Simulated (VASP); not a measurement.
# Au (Fd-3m) in VASP: a series of runs

Runs on Au. Level: PBE. Tasks: single point.

Program: VASP 6.6.1. These are calculated values, not measurements. Logs are shortened: lines on timing, memory, paths and dates and some standing lists are left out, and cuts for length are marked.

## Step 1: The cell of the first run

It takes space group Fd-3m (No. 227, cubic). The conventional cell has a = 6.122 Å, b = 6.122 Å, c = 6.122 Å, α = 90.00°, β = 90.00°, γ = 90.00°. Au (site symmetry -43m) has 4 Au at 2.65 Å within 3.5 Å.

This isn't the form of Au at room conditions, which is fcc.

## Step 2: Single point, PBE

INCAR

```
PREC = Accurate
ENCUT = 520
EDIFF = 1E-6
ISMEAR = -1
SIGMA = 0.06122561905347299
LREAL = False
LASPH = True
NELM = 100
ALGO = Normal
ISIF = 2
LWAVE = False
LCHARG = False
GGA = PE
NBANDS = 18
```

KPOINTS

```
Automatic mesh
0
Gamma
  16 16 16
```

POSCAR

```
Au
1.0
    0.0000000000      3.0609797189      3.0609797189
    3.0609797189      0.0000000000      3.0609797189
    3.0609797189      3.0609797189      0.0000000000
Au
2
Direct
    0.0000000000      0.0000000000      0.0000000000
    0.2500000000      0.2500000000      0.2500000000
```

Potentials or basis: VASP PAW PBE potentials, release 64 (Au).

Command:

```sh
cat potpaw_PBE.64/Au/POTCAR > POTCAR
mpirun -np 1 vasp_std > vasp.out
```

OUTCAR:

```text
PREC = Accurate
   ENCUT = 520
   EDIFF = 1E-6
   ISMEAR = -1
   LREAL = False
   LASPH = True
   NELM = 100
   ISIF = 2
   GGA = PE

 ion  position               nearest neighbor table
   1  0.000  0.000  0.000-   2 2.65   2 2.65   2 2.65   2 2.65
   2  0.250  0.250  0.250-   1 2.65   1 2.65   1 2.65   1 2.65

  LATTYP: Found a face centered cubic cell.
 ALAT       =     6.1219594378

  Lattice vectors:

 A1 = (   0.0000000000,   3.0609797189,   3.0609797189)
 A2 = (   3.0609797189,   0.0000000000,   3.0609797189)
 A3 = (   3.0609797189,   3.0609797189,   0.0000000000)

Analysis of symmetry for initial positions (statically):
=====================================================================
 Subroutine PRICEL returns:
 Original cell was already a primitive cell.

 Routine SETGRP: Setting up the symmetry group for a
 face centered cubic supercell.

 Subroutine GETGRP returns: Found 48 space group operations
 (whereof 24 operations were pure point group operations)
 out of a pool of 48 trial point group operations.

The static configuration has the point symmetry T_d .
 The point group associated with its full space group is O_h .

Analysis of symmetry for dynamics (positions and initial velocities):
=====================================================================
 Subroutine PRICEL returns:
 Original cell was already a primitive cell.

 Routine SETGRP: Setting up the symmetry group for a
 face centered cubic supercell.

 Subroutine GETGRP returns: Found 48 space group operations
 (whereof 24 operations were pure point group operations)
 out of a pool of 48 trial point group operations.

The dynamic configuration has the point symmetry T_d .
 The point group associated with its full space group is O_h .

 Subroutine INISYM returns: Found 48 space group operations
 (whereof 24 operations are pure point group operations),
 and found     1 'primitive' translations

----------------------------------------------------------------------------------------

                                     Primitive cell

  volume of cell :      57.3603

  direct lattice vectors                    reciprocal lattice vectors
     0.000000000  3.060979719  3.060979719    -0.163346394  0.163346394  0.163346394
     3.060979719  0.000000000  3.060979719     0.163346394 -0.163346394  0.163346394
     3.060979719  3.060979719  0.000000000     0.163346394  0.163346394 -0.163346394

  length of vectors
     4.328879033  4.328879033  4.328879033     0.282924254  0.282924254  0.282924254

  position of ions in fractional coordinates (direct lattice)
     0.000000000  0.000000000  0.000000000
     0.250000000  0.250000000  0.250000000

  ion indices of the primitive-cell ions
   primitive index   ion index
                 1           1
                 2           2

----------------------------------------------------------------------------------------

 KPOINTS: Automatic mesh

Automatic generation of k-mesh.
 Grid dimensions read from file:
 generate k-points for:   16   16   16

 Generating k-lattice:

  Cartesian coordinates                     Fractional coordinates (reciprocal lattice)
    -0.010209150  0.010209150  0.010209150     0.062500000  0.000000000  0.000000000
     0.010209150 -0.010209150  0.010209150     0.000000000  0.062500000  0.000000000
     0.010209150  0.010209150 -0.010209150     0.000000000  0.000000000  0.062500000

  Length of vectors
     0.017682766  0.017682766  0.017682766

  Shift w.r.t. Gamma in fractional coordinates (k-lattice)
     0.000000000  0.000000000  0.000000000

 Subroutine IBZKPT returns following result:
 ===========================================

 Found    145 irreducible k-points:

 Following reciprocal coordinates:
            Coordinates               Weight
  0.000000  0.000000  0.000000      1.000000
  0.062500  0.000000  0.000000      8.000000
  0.125000  0.000000  0.000000      8.000000
  0.187500  0.000000  0.000000      8.000000
  0.250000  0.000000  0.000000      8.000000
  0.312500  0.000000  0.000000      8.000000
[... 16 lines left out ...]
 -0.125000  0.062500  0.000000     24.000000
 -0.062500  0.062500  0.000000     12.000000
 [... further k-points ...]
   k-points           NKPTS =    145   k-points in BZ     NKDIM =    145   number of bands    NBANDS=     18
   number of dos      NEDOS =    301   number of ions     NIONS =      2
   total plane-waves  NPLWV =  32768
   dimension x,y,z NGX =    32 NGY =   32 NGZ =   32
   dimension x,y,z NGXF=    64 NGYF=   64 NGZF=   64
   ions per type =               2
   NGX,Y,Z   is equivalent  to a cutoff of  12.29, 12.29, 12.29 a.u.
   NGXF,Y,Z  is equivalent  to a cutoff of  24.58, 24.58, 24.58 a.u.
 SYSTEM =  unknown system
   PREC   = accura    normal or accurate (medium, high low for compatibility)
   ISTART =      0    job   : 0-new  1-cont  2-samecut
   ICHARG =      2    charge: 1-file 2-atom 10-const
   ISPIN  =      1    spin polarized calculation?
   LNONCOLLINEAR =      F non collinear calculations
   LSORBIT =      F    spin-orbit coupling
   LASPH  =      T    aspherical Exc in radial PAW
   ENCUT  =  520.0 eV  38.22 Ry    6.18 a.u.   8.05  8.05  8.05*2*pi/ulx,y,z
   NELM   =    100;   NELMIN=  2; NELMDL= -5     # of ELM steps
   EDIFF  = 0.1E-05   stopping-criterion for ELM
   LREAL  =      F    real-space projection
   EDIFFG = 0.1E-04   stopping-criterion for IOM
   NSW    =      0    number of steps for IOM
   IBRION =     -1    ionic relax: 0-MD 1-quasi-New 2-CG
   NFREE  =      0    steps in history (QN), initial steepest desc. (CG)
   ISIF   =      2    stress and relaxation
   ISYM   =      2    0-nonsym 1-usesym 2-fastsym
   POTIM  = 0.5000    time-step for ionic-motion
   TEBEG  =    0.0;   TEEND  =   0.0 temperature during run
   PSTRESS=    0.0 pullay stress
   NELECT =      22.0000    total number of electrons
   NUPDOWN=      -1.0000    fix difference up-down
   EMIN   =  10.00;   EMAX   =-10.00  energy-range for DOS
   EFERMI =   0.00;   METHOD = LEGACY
   ISMEAR =    -1;   SIGMA  =   0.06  broadening in eV -4-tet -1-fermi 0-gaus
   EFERMI_NEDOS =   21; number of points for ismear=-14 and -15
   IALGO  =     38    algorithm
   IMIX   =      4    mixing-type and parameters
     AMIX     =   0.40;   BMIX     =  1.00
     AMIX_MAG =   1.60;   BMIX_MAG =  1.00
  volume/ion in A,a.u.               =      28.68       193.54
  Fermi-wavevector in a.u.,A,eV,Ry     =   1.189447  2.247730 19.249323  1.414785
  Thomas-Fermi vector in A             =   2.325555
   LORBIT       =      0    0 simple, 1 ext, 2 COOP (PROOUT), +10 PAW based schemes
   GGA     = PE    functional components
   LHFCALC =     F    Hartree Fock is set to
   AEXX    =    0.0000 exact exchange contribution
   IVDW    =     0    specifies the selected vdW correction
   LEPSILON=     F    determine dielectric tensor
   LRPA    =     F    only Hartree local field effects (RPA)
 non-spin polarized calculation
  energy-cutoff  :      520.00
  volume of cell :       57.36
 maximum number of plane-waves:      1572
   NGX = 17   NGY = 17   NGZ = 17

 number of electron      21.9999998 magnetization

 Free energy of the ion-electron system (eV)
  ---------------------------------------------------
  ext. energy  EPLUGINS =         0.00000000
  ---------------------------------------------------
  free energy    TOTEN  =        -5.01815800 eV

  energy without entropy =       -5.00894151  energy(sigma->0) =       -5.01354976

 E-fermi :   2.9574     XC(G=0):  -9.3982

 val. band max:        2.9486062817   @ k =  -0.3125   0.4375   0.1875
 cond. band min:       2.9938968062   @ k =  -0.3125   0.4375   0.1250
 fundamental gap:      0.0452905245
 Fermi energy:         2.9573803528

 k-point     1 :       0.0000    0.0000    0.0000
  band No.  band energies     occupation
      1      -3.0436      2.00000
      2      -1.1431      2.00000
      3      -1.1431      2.00000
      4      -1.1418      2.00000
      5      -1.1418      2.00000
      6      -1.1418      2.00000
[... 10 lines left out ...]
     17      13.5868      0.00000
     18      13.5868      0.00000

 k-point     2 :       0.0625    0.0000    0.0000
  band No.  band energies     occupation
      1      -2.9975      2.00000
      2      -1.2298      2.00000
      3      -1.2298      2.00000
      4      -1.1455      2.00000
      5      -1.0417      2.00000
      6      -1.0417      2.00000
[... 10 lines left out ...]
     17      13.8802      0.00000
     18      13.8802      0.00000

 k-point     3 :       0.1250    0.0000    0.0000
  band No.  band energies     occupation
      1      -2.8631      2.00000
      2      -1.2953      2.00000
      3      -1.2953      2.00000
      4      -1.1557      2.00000
      5      -0.9403      2.00000
      6      -0.9403      2.00000
[... 10 lines left out ...]
     17      14.3524      0.00000
     18      14.3524      0.00000

 k-point     4 :       0.1875    0.0000    0.0000
  band No.  band energies     occupation
      1      -2.6537      2.00000
      2      -1.3346      2.00000
      3      -1.3346      2.00000
      4      -1.1705      2.00000
      5      -0.8554      2.00000
      6      -0.8554      2.00000
[... 10 lines left out ...]
     17      14.3828      0.00000
     18      14.6617      0.00000

 k-point     5 :       0.2500    0.0000    0.0000
  band No.  band energies     occupation
      1      -2.3948      2.00000
      2      -1.3465      2.00000
      3      -1.3465      2.00000
      4      -1.1874      2.00000
      5      -0.8044      2.00000
      6      -0.8044      2.00000
[... 10 lines left out ...]
     17      14.7174      0.00000
     18      14.7174      0.00000

 k-point     6 :       0.3125    0.0000    0.0000
  band No.  band energies     occupation
      1      -2.1271      2.00000
      2      -1.3333      2.00000
      3      -1.3333      2.00000
      4      -1.2047      2.00000
      5      -0.7964      2.00000
      6      -0.7964      2.00000
[... 10 lines left out ...]
     17      14.6537      0.00000
     18      14.6537      0.00000

 k-point     7 :       0.3750    0.0000    0.0000
  band No.  band energies     occupation
      1      -1.9007      2.00000
      2      -1.3017      2.00000
      3      -1.3017      2.00000
      4      -1.2220      2.00000
      5      -0.8239      2.00000
      6      -0.8239      2.00000
[... 10 lines left out ...]
     17      14.5730      0.00000
     18      14.5730      0.00000

 k-point     8 :       0.4375    0.0000    0.0000
  band No.  band energies     occupation
      1      -1.7540      2.00000
      2      -1.2658      2.00000
      3      -1.2658      2.00000
      4      -1.2372      2.00000
      5      -0.8635      2.00000
      6      -0.8635      2.00000
[... 10 lines left out ...]
     17      14.5148      0.00000
     18      14.5148      0.00000
[... 229 lines left out ...]
     17      14.5473      0.00000
     18      15.1432      0.00000

 k-point    20 :      -0.3125    0.0625    0.0000
  band No.  band energies     occupation
      1      -2.0130      2.00000
      2      -1.3901      2.00000
      3      -1.2846      2.00000
      4      -1.2010      2.00000
      5      -0.8627      2.00000
      6      -0.7031      2.00000
[... 10 lines left out ...]
     17      14.5122      0.00000
     18      15.3253      0.00000

 k-point    21 :      -0.2500    0.0625    0.0000
  band No.  band energies     occupation
      1      -2.2694      2.00000
      2      -1.4115      2.00000
      3      -1.2818      2.00000
      4      -1.1996      2.00000
      5      -0.8596      2.00000
      6      -0.7025      2.00000
[... 10 lines left out ...]
     17      14.4722      0.00000
     18      15.1153      0.00000

 k-point    22 :      -0.1875    0.0625    0.0000
  band No.  band energies     occupation
      1      -2.5339      2.00000
      2      -1.4068      2.00000
      3      -1.2774      2.00000
      4      -1.1829      2.00000
      5      -0.8899      2.00000
      6      -0.7499      2.00000
[... 10 lines left out ...]
     17      14.2352      0.00000
     18      14.3410      0.00000

 k-point    23 :      -0.1250    0.0625    0.0000
  band No.  band energies     occupation
      1      -2.7616      2.00000
      2      -1.3737      2.00000
      3      -1.2577      2.00000
      4      -1.1634      2.00000
      5      -0.9522      2.00000
      6      -0.8352      2.00000
[... 10 lines left out ...]
     17      14.0335      0.00000
     18      14.3669      0.00000

 k-point    24 :      -0.0625    0.0625    0.0000
  band No.  band energies     occupation
      1      -2.9218      2.00000
      2      -1.3133      2.00000
      3      -1.2273      2.00000
      4      -1.1492      2.00000
      5      -1.0232      2.00000
      6      -0.9386      2.00000
[... 10 lines left out ...]
     17      13.7297      0.00000
     18      14.6439      0.00000

 [... further k-points ...]

------------------------ aborting loop because EDIFF is reached ----------------------------------------

  FORCE on cell =-STRESS in cart. coord.  units (eV):
  Direction    XX          YY          ZZ          XY          YZ          ZX
  --------------------------------------------------------------------------------------
  -------------------------------------------------------------------------------------
  Total        0.3551901      0.3551901      0.3551901      0.0000000     -0.0000000      0.0000000
  in kB        9.9211050      9.9211050      9.9211050      0.0000000     -0.0000000      0.0000000
  external PRESSURE =       9.9211050 kB  Pullay stress =       0.0000000 kB

 VOLUME and BASIS-vectors are now :
 -----------------------------------------------------------------------------
  energy-cutoff  :      520.00
  volume of cell :       57.36
      direct lattice vectors                 reciprocal lattice vectors
     0.000000000  3.060979719  3.060979719    -0.163346394  0.163346394  0.163346394
     3.060979719  0.000000000  3.060979719     0.163346394 -0.163346394  0.163346394
     3.060979719  3.060979719  0.000000000     0.163346394  0.163346394 -0.163346394

 POSITION                                       TOTAL-FORCE (eV/Angst)
 -----------------------------------------------------------------------------------
      0.00000      0.00000      0.00000        -0.000000     -0.000000      0.000000
      1.53049      1.53049      1.53049         0.000000      0.000000     -0.000000
 -----------------------------------------------------------------------------------
    total drift:                               -0.000000      0.000000      0.000000

  FREE ENERGIE OF THE ION-ELECTRON SYSTEM (eV)
  ---------------------------------------------------
  free  energy   TOTEN  =        -5.0181580000 eV

  energy  without entropy=       -5.0089415144  energy(sigma->0) =       -5.01354976
```

Run time: 48 s. Hardware: 1 thread of Intel Xeon 6975P-C (Granite Rapids), shared host; peak memory 0.26 GiB.

What came out:

- Free energy: -5.0182 eV
- Pressure: 1.0 GPa
- Band gap on the k mesh: zero (bands 11 and 12 overlap by 0.65 eV)

Levels at points of the mesh, in eV from the Fermi level:
```
           k point  band 9  band 10  band 11  band 12  band 13  band 14
(0.00, 0.00, 0.00)   -2.28    -1.27    -1.27     8.60     9.58     9.58
(0.50, 0.00, 0.00)   -1.41    -1.41    -0.81    -0.38     6.77     6.77
(0.50, 0.50, 0.00)   -1.24    -1.24     0.26     0.26     3.75     3.75
```

Caveat: spin-orbit coupling is left out, which moves the levels of the heavy elements.

(Part 1 of 2 ends here.)

The gap in the log of VASP goes by the Fermi energy; the results here count the filled bands.